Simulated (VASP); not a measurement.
# LiCl in VASP: notebook

The runs below take LiCl through G0W0 quasiparticle levels, with PBE.

All numbers are computed with VASP 6.6.1; they aren't measurements. Logs are shortened: lines on timing, memory, paths and dates and some standing lists are left out, and cuts for length are marked.

## (1) The cell of the first run

Symmetry: Fm-3m, No. 225, cubic system. The conventional cell has a = 5.112 Å, b = 5.112 Å, c = 5.112 Å, α = 90.00°, β = 90.00°, γ = 90.00°. Li (site symmetry m-3m) has 6 Cl at 2.56 Å within 3.4 Å. Within 3.4 Å of Cl (site symmetry m-3m) lie 6 Li at 2.56 Å.

## (2) G0W0 quasiparticle levels, PBE

Input file POSCAR:

```
LiCl
1.0
    0.0000000000      2.5560369926      2.5560369926
    2.5560369926      0.0000000000      2.5560369926
    2.5560369926      2.5560369926      0.0000000000
Li Cl
1 1
Direct
    0.0000000000      0.0000000000      0.0000000000
    0.5000000000      0.5000000000      0.5000000000
```

Input file INCAR.step1:

```
SYSTEM = LiCl
PREC = Accurate ; ENCUT = 500
EDIFF = 1E-8 ; ISMEAR = 0
SIGMA = 0.01 ; LREAL = .FALSE.
LASPH = .TRUE. ; NELM = 60
ALGO = Normal ; LWAVE = .TRUE.
LCHARG = .FALSE. ; GGA = PE
```

Input file INCAR.step2:

```
SYSTEM = LiCl
PREC = Accurate ; ENCUT = 500
EDIFF = 1E-8 ; ISMEAR = 0
SIGMA = 0.01 ; LREAL = .FALSE.
LASPH = .TRUE. ; NELM = 1
ALGO = Exact ; LWAVE = .TRUE.
LCHARG = .FALSE. ; GGA = PE
NBANDS = 143 ; LOPTICS = .TRUE.
ISTART = 1
```

Input file INCAR.step3:

```
SYSTEM = LiCl
PREC = Accurate ; ENCUT = 500
EDIFF = 1E-8 ; ISMEAR = 0
SIGMA = 0.01 ; LREAL = .FALSE.
LASPH = .TRUE. ; ALGO = EVGW0
LWAVE = .FALSE. ; LCHARG = .FALSE.
GGA = PE ; NELMGW = 1
NBANDS = 143 ; ENCUTGW = 150.0
NOMEGA = 48 ; PRECFOCK = Fast
ISTART = 1 ; NBANDSGW = 12
```

Input file KPOINTS:

```
regular mesh
0
G
  6 6 6
  0 0 0
```

Potentials or basis: VASP PAW PBE potentials, release 64 (Li_GW, Cl_GW).

Started as:

```console
> cat potpaw_PBE.64/Li_GW/POTCAR potpaw_PBE.64/Cl_GW/POTCAR > POTCAR
> cp INCAR.step1 INCAR
> mpirun -np 1 vasp_std > vasp.out
> cp INCAR.step2 INCAR
> mpirun -np 1 vasp_std > vasp.out
> cp INCAR.step3 INCAR
> mpirun -np 1 vasp_std > vasp.out
```

OUTCAR:

```text
SYSTEM = LiCl
   PREC = Accurate
   ENCUT = 500
   EDIFF = 1E-8
   ISMEAR = 0
   LREAL = .FALSE.
   LASPH = .TRUE.
   GGA = PE
   NELMGW = 1
   ENCUTGW = 150.0
   PRECFOCK = Fast
   ISTART = 1

 ion  position               nearest neighbor table
   1  0.000  0.000  0.000-   2 2.56   2 2.56   2 2.56   2 2.56   2 2.56   2 2.56
   2  0.500  0.500  0.500-   1 2.56   1 2.56   1 2.56   1 2.56   1 2.56   1 2.56

  LATTYP: Found a face centered cubic cell.
 ALAT       =     5.1120739852

  Lattice vectors:

 A1 = (   0.0000000000,   2.5560369926,   2.5560369926)
 A2 = (   2.5560369926,   0.0000000000,   2.5560369926)
 A3 = (   2.5560369926,   2.5560369926,   0.0000000000)

Analysis of symmetry for initial positions (statically):
=====================================================================
 Subroutine PRICEL returns:
 Original cell was already a primitive cell.

 Routine SETGRP: Setting up the symmetry group for a
 face centered cubic supercell.

 Subroutine GETGRP returns: Found 48 space group operations
 (whereof 48 operations were pure point group operations)
 out of a pool of 48 trial point group operations.

The static configuration has the point symmetry O_h .

Analysis of symmetry for dynamics (positions and initial velocities):
=====================================================================
 Subroutine PRICEL returns:
 Original cell was already a primitive cell.

 Routine SETGRP: Setting up the symmetry group for a
 face centered cubic supercell.

 Subroutine GETGRP returns: Found 48 space group operations
 (whereof 48 operations were pure point group operations)
 out of a pool of 48 trial point group operations.

The dynamic configuration has the point symmetry O_h .

 Subroutine INISYM returns: Found 48 space group operations
 (whereof 48 operations are pure point group operations),
 and found     1 'primitive' translations

----------------------------------------------------------------------------------------

                                     Primitive cell

  volume of cell :      33.3988

  direct lattice vectors                    reciprocal lattice vectors
     0.000000000  2.556036993  2.556036993    -0.195615322  0.195615322  0.195615322
     2.556036993  0.000000000  2.556036993     0.195615322 -0.195615322  0.195615322
     2.556036993  2.556036993  0.000000000     0.195615322  0.195615322 -0.195615322

  length of vectors
     3.614782181  3.614782181  3.614782181     0.338815677  0.338815677  0.338815677

  position of ions in fractional coordinates (direct lattice)
     0.000000000  0.000000000  0.000000000
     0.500000000  0.500000000  0.500000000

  ion indices of the primitive-cell ions
   primitive index   ion index
                 1           1
                 2           2

----------------------------------------------------------------------------------------

 KPOINTS: regular mesh

Automatic generation of k-mesh.
 Grid dimensions read from file:
 generate k-points for:    6    6    6

 Generating k-lattice:

  Cartesian coordinates                     Fractional coordinates (reciprocal lattice)
    -0.032602554  0.032602554  0.032602554     0.166666667  0.000000000  0.000000000
     0.032602554 -0.032602554  0.032602554     0.000000000  0.166666667  0.000000000
     0.032602554  0.032602554 -0.032602554     0.000000000  0.000000000  0.166666667

  Length of vectors
     0.056469279  0.056469279  0.056469279

  Shift w.r.t. Gamma in fractional coordinates (k-lattice)
     0.000000000  0.000000000  0.000000000

 Subroutine IBZKPT returns following result:
 ===========================================

 Found     16 irreducible k-points:

 Following reciprocal coordinates:
            Coordinates               Weight
  0.000000  0.000000  0.000000      1.000000
  0.166667  0.000000  0.000000      8.000000
  0.333333  0.000000  0.000000      8.000000
  0.500000  0.000000  0.000000      4.000000
  0.166667  0.166667  0.000000      6.000000
  0.333333  0.166667  0.000000     24.000000
[... 8 lines left out ...]
 -0.333333  0.333333  0.166667     24.000000
 -0.333333  0.500000  0.166667     12.000000
   k-points           NKPTS =     16   k-points in BZ     NKDIM =    216   number of bands    NBANDS=    143
   number of dos      NEDOS =    301   number of ions     NIONS =      2
   total plane-waves  NPLWV =  21952
   dimension x,y,z NGX =    28 NGY =   28 NGZ =   28
   dimension x,y,z NGXF=    56 NGYF=   56 NGZF=   56
   ions per type =               1   1
   NGX,Y,Z   is equivalent  to a cutoff of  12.88, 12.88, 12.88 a.u.
   NGXF,Y,Z  is equivalent  to a cutoff of  25.75, 25.75, 25.75 a.u.
 SYSTEM =  LiCl
   PREC   = accura    normal or accurate (medium, high low for compatibility)
   ISTART =      1    job   : 0-new  1-cont  2-samecut
   ICHARG =      0    charge: 1-file 2-atom 10-const
   ISPIN  =      1    spin polarized calculation?
   LNONCOLLINEAR =      F non collinear calculations
   LSORBIT =      F    spin-orbit coupling
   LASPH  =      T    aspherical Exc in radial PAW
   ENCUT  =  500.0 eV  36.75 Ry    6.06 a.u.   6.59  6.59  6.59*2*pi/ulx,y,z
   NELM   =     60;   NELMIN=  2; NELMDL=  0     # of ELM steps
   EDIFF  = 0.1E-07   stopping-criterion for ELM
   LREAL  =      F    real-space projection
   EDIFFG = 0.1E-06   stopping-criterion for IOM
   NSW    =      0    number of steps for IOM
   IBRION =     -1    ionic relax: 0-MD 1-quasi-New 2-CG
   NFREE  =      0    steps in history (QN), initial steepest desc. (CG)
   ISIF   =      0    stress and relaxation
   ISYM   =      3    0-nonsym 1-usesym 2-fastsym
   POTIM  = 0.5000    time-step for ionic-motion
   TEBEG  =    0.0;   TEEND  =   0.0 temperature during run
   PSTRESS=    0.0 pullay stress
   NELECT =       8.0000    total number of electrons
   NUPDOWN=      -1.0000    fix difference up-down
   EMIN   =  10.00;   EMAX   =-10.00  energy-range for DOS
   EFERMI =   0.00;   METHOD = LEGACY
   ISMEAR =     0;   SIGMA  =   0.01  broadening in eV -4-tet -1-fermi 0-gaus
   EFERMI_NEDOS =   21; number of points for ismear=-14 and -15
   IALGO  =     38    algorithm
   IMIX   =      4    mixing-type and parameters
     AMIX     =   0.40;   BMIX     =  1.00
     AMIX_MAG =   1.60;   BMIX_MAG =  1.00
  volume/ion in A,a.u.               =      16.70       112.69
  Fermi-wavevector in a.u.,A,eV,Ry     =   1.016704  1.921291 14.064155  1.033686
  Thomas-Fermi vector in A             =   2.150062
   LORBIT       =      0    0 simple, 1 ext, 2 COOP (PROOUT), +10 PAW based schemes
   GGA     = PE    functional components
   LHFCALC =     T    Hartree Fock is set to
   PRECFOCK=fast      Normal, Fast or Accurate (Low or Medium for compatibility)
   ENCUT4O =  -1.0   cutoff for four orbital integrals eV
   NKREDX  =     1    reduce k-point grid by
   NKREDY  =     1    reduce k-point grid by
   NKREDZ  =     1    reduce k-point grid by
   AEXX    =    1.0000 exact exchange contribution
   HFSCREEN=    0.0000 screening length (either q_TF or 0.3 A-1)
   HFSCREENC=   0.0000 screening length for correlation (either q_TF or 0.3 A-1)
   ENCUTFOCK=  -1.0 apply spherical cutoff to Coloumb kernel
   IVDW    =     0    specifies the selected vdW correction
   LEPSILON=     F    determine dielectric tensor
   LRPA    =     F    only Hartree local field effects (RPA)
   LRPAFORCE           =     F    calculate RPA forces
   ENCUTGW             = 150.0    cutoff for response function in eV
   ENCUTGWSOFT         = 120.0    soft cutoff for Coulomb kernel in GW response function in eV
   ENCUTLF             =  -1.0    cutoff for local field effects
   NELMGW              =     1    number of iterations in solving QP/BSE equation
   NELMHF              =     1    number of iterations in the inner HF iteration
   NKREDLFX            =     1    NKREDLFY  =   1   NKREDLFZ  =   1
 non-spin polarized calculation
 Gauss-broadening in eV      SIGMA  =   0.01
  energy-cutoff  :      500.00
  volume of cell :       33.40
 maximum number of plane-waves:       869
 NGX is ok and might be reduce to    28
  NGX = 16; NGY = 16; NGZ = 16
   NGX = 13   NGY = 13   NGZ = 13
 maximum number of plane-waves:       150

 QP shifts <psi_nk| G(iteration)W_0 |psi_nk>: iteration 1
 for sc-GW calculations column KS-energies equals QP-energies in previous step
 and V_xc(KS)=  KS-energies - (<T + V_ion + V_H > + <T+V_H+V_ion>^1  + <V_x>^1)

 k-point   1 :       0.0000    0.0000    0.0000
  band No.  KS-energies  QP-energies   sigma(KS)   V_xc(KS)     V^pw_x(r,r')   Z            occupation Imag(sigma)

      1     -14.3304     -15.8662     -16.7093     -14.7361     -24.1366       0.7783       2.0000       1.6165
      2      -0.8845      -2.6376     -16.9610     -14.7574     -18.9240       0.7956       2.0000       0.0785
      3      -0.8845      -2.6376     -16.9610     -14.7574     -18.9240       0.7956       2.0000       0.0785
      4      -0.8845      -2.6376     -16.9610     -14.7574     -18.9240       0.7956       2.0000       0.0785
      5       5.4950       6.3011      -7.6487      -8.6107      -4.1704       0.8380       0.0000      -0.0656
      6      10.9119      12.1117      -8.1409      -9.5904      -4.2888       0.8278       0.0000      -0.0849
      7      10.9119      12.1117      -8.1409      -9.5904      -4.2888       0.8278       0.0000      -0.0849
      8      10.9119      12.1117      -8.1409      -9.5904      -4.2888       0.8278       0.0000      -0.0849
      9      13.4714      14.9727      -9.2425     -11.1128      -4.9027       0.8027       0.0000      -0.1228
     10      13.4714      14.9727      -9.2425     -11.1128      -4.9027       0.8027       0.0000      -0.1228
     11      13.7074      14.8084      -5.8982      -7.2871      -1.4347       0.7927       0.0000      -0.1588
     12      13.7074      14.8084      -5.8982      -7.2871      -1.4347       0.7927       0.0000      -0.1588

 k-point   2 :       0.1667    0.0000    0.0000
  band No.  KS-energies  QP-energies   sigma(KS)   V_xc(KS)     V^pw_x(r,r')   Z            occupation Imag(sigma)

      1     -14.1955     -15.6732     -16.7632     -14.8461     -24.1954       0.7708       2.0000       1.5840
      2      -1.7585      -3.6184     -16.1657     -13.8146     -18.2446       0.7910       2.0000       0.0823
      3      -0.9559      -2.7196     -16.9258     -14.7054     -18.9001       0.7943       2.0000       0.0784
      4      -0.9559      -2.7196     -16.9258     -14.7054     -18.9001       0.7943       2.0000       0.0784
      5       6.1807       7.0540      -7.8623      -8.9068      -4.3404       0.8360       0.0000      -0.0672
      6       9.9661      11.0540      -7.9350      -9.2513      -4.1256       0.8265       0.0000      -0.0843
      7      10.5305      11.7871      -7.5551      -9.0754      -3.6922       0.8266       0.0000      -0.0889
      8      10.5305      11.7871      -7.5551      -9.0754      -3.6922       0.8266       0.0000      -0.0889
      9      12.1592      13.4688      -8.0825      -9.6852      -3.9891       0.8171       0.0000      -0.1061
     10      12.1592      13.4688      -8.0825      -9.6852      -3.9891       0.8171       0.0000      -0.1061
     11      14.3392      15.3353      -6.0595      -7.3258      -1.5618       0.7866       0.0000      -0.1772
     12      16.9518      18.2207      -7.9509      -9.5903      -2.9831       0.7740       0.0000      -0.3083
[... 196 lines left out ...]
      1     -13.5615     -14.8277     -17.1541     -15.4494     -24.5595       0.7428       2.0000       1.3937
      2      -3.2914      -5.3476     -15.1711     -12.5456     -17.5664       0.7831       2.0000       0.0970
      3      -2.6474      -4.6157     -15.5111     -13.0122     -17.7545       0.7877       2.0000       0.0885
      4      -1.6857      -3.5513     -16.3285     -13.9720     -18.4152       0.7917       2.0000       0.0812
      5       8.0187       9.0740      -7.6449      -8.9123      -4.0311       0.8327       0.0000      -0.0742
      6       8.4178       9.5691      -7.6868      -9.0705      -4.0819       0.8321       0.0000      -0.0749
      7      10.0287      11.3142      -7.8587      -9.4222      -3.9858       0.8222       0.0000      -0.0877
      8      10.2612      11.4209      -8.8238     -10.2504      -4.8447       0.8129       0.0000      -0.0921
      9      14.2222      15.4187      -7.8926      -9.4017      -3.3914       0.7928       0.0000      -0.1572
     10      15.1080      16.3121      -7.6358      -9.1825      -2.9490       0.7785       0.0000      -0.1968
     11      17.0963      18.7145      -9.8478     -11.9223      -4.7174       0.7800       0.0000      -0.2726
     12      19.6687      21.0945      -9.6752     -11.4956      -4.0238       0.7832       0.0000      -0.6276

 k-point  16 :      -0.3333    0.5000    0.1667
  band No.  KS-energies  QP-energies   sigma(KS)   V_xc(KS)     V^pw_x(r,r')   Z            occupation Imag(sigma)

      1     -13.4962     -14.7457     -17.2075     -15.5184     -24.6054       0.7397       2.0000       1.3711
      2      -3.4566      -5.5133     -15.0327     -12.4011     -17.4512       0.7815       2.0000       0.0986
      3      -2.5677      -4.5322     -15.6051     -13.1111     -17.8463       0.7877       2.0000       0.0881
      4      -1.9755      -3.8805     -16.1093     -13.6970     -18.2526       0.7897       2.0000       0.0834
      5       7.8131       8.9170      -7.4077      -8.7326      -3.8472       0.8332       0.0000      -0.0735
      6       8.4705       9.4558      -8.0416      -9.2250      -4.4692       0.8326       0.0000      -0.0729
      7      10.4326      11.7107      -7.4822      -9.0412      -3.5132       0.8198       0.0000      -0.0964
      8      10.5654      11.7587      -8.9527     -10.4273      -4.8816       0.8092       0.0000      -0.0970
      9      14.0952      15.2882      -7.2430      -8.7642      -2.6843       0.7842       0.0000      -0.1678
     10      16.1583      17.5025      -8.4908     -10.2162      -3.6116       0.7791       0.0000      -0.2365
     11      17.1477      18.9030     -10.6758     -12.9425      -5.4375       0.7744       0.0000      -0.2528
     12      17.8209      19.2188      -9.7705     -11.5737      -4.4287       0.7752       0.0000      -0.4148
```

Wall time 7.9 min (1 thread of Intel Xeon Platinum 8375C at 2.90GHz (Ice Lake), shared host); peak memory 0.71 GiB.

What came out:

| Quantity | Value |
| --- | --- |
| Quasiparticle gap | 8.94 eV |
| Least direct quasiparticle gap | 8.94 eV |
| Band gap of the starting levels on the mesh | 6.38 eV |
| Least direct gap of the starting levels on the mesh | 6.38 eV |

Caveat: bands, screening cutoff and mesh are small and nothing is extrapolated, so the quasiparticle values aren't converged.

[end of part 1 of 2]
